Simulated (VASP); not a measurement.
**NbAs: single point with PBEsol**

System: NbAs, a slab with vacuum.

```xyz
8
Lattice="3.4393 0.0000 0.0000 0.0000 3.4393 0.0000 0.0000 0.0000 26.6395" Properties=species:S:1:pos:R:3 pbc="T T T"
As    0.0000    0.0000    8.5000
As    1.7197    0.0000   11.3983
As    1.7197    1.7197   14.2901
As    0.0000    1.7197   17.2160
Nb    1.7197    1.7197    9.4447
Nb    0.0000    1.7197   12.3430
Nb    0.0000    0.0000   15.2454
Nb    1.7197    0.0000   18.0147
```

| Property | Result |
| --- | --- |
| Program | VASP 6.6.1 |
| Task | single point |
| Functional | PBEsol |
| Potentials or basis | VASP PAW PBE potentials, release 64 (As, Nb_sv) |
| Cutoff | 520 eV |
| k mesh | 8 × 8 × 1 |
| Occupations | gaussian, width 0.1 eV |
| Spin | no spin polarisation |
| Dipole correction | yes |
| Further INCAR settings | ALGO = Normal; EDIFF = 1e-06; NBANDS = 46 |

The largest force is 0.165 eV/Å and the band gap on the k mesh is zero (bands 36 and 37 overlap by 0.90 eV).

Forces on the atoms (eV/Å):
```
As   0.000  0.000 -0.109
As   0.000  0.000 -0.082
As   0.000  0.000  0.013
As   0.000  0.000  0.009
Nb   0.000  0.000  0.012
Nb   0.000  0.000  0.165
Nb   0.000  0.000 -0.004
Nb   0.000  0.000 -0.004
```

Levels at points of the mesh, in eV from the Fermi level:
| k point | band 34 | band 35 | band 36 | band 37 | band 38 | band 39 |
| --- | --- | --- | --- | --- | --- | --- |
| (0.00, 0.00, 0.00) | -0.90 | -0.20 | -0.18 | -0.04 | 0.81 | 0.99 |
| (0.50, 0.00, 0.00) | -0.86 | 0.12 | 0.19 | 0.37 | 0.56 | 1.09 |
| (0.00, 0.50, 0.00) | -0.38 | 0.08 | 0.11 | 0.16 | 0.22 | 0.48 |
| (0.50, 0.50, 0.00) | -0.48 | -0.39 | 0.67 | 0.69 | 1.60 | 2.28 |

It took 7.1 min on 1 thread of Intel(R) Xeon(R) 6975P-C (Granite Rapids) (shared host), peak memory 0.56 GiB.

Caveat: the PAW data sets were made with another functional, which shifts forces and pressure a little.
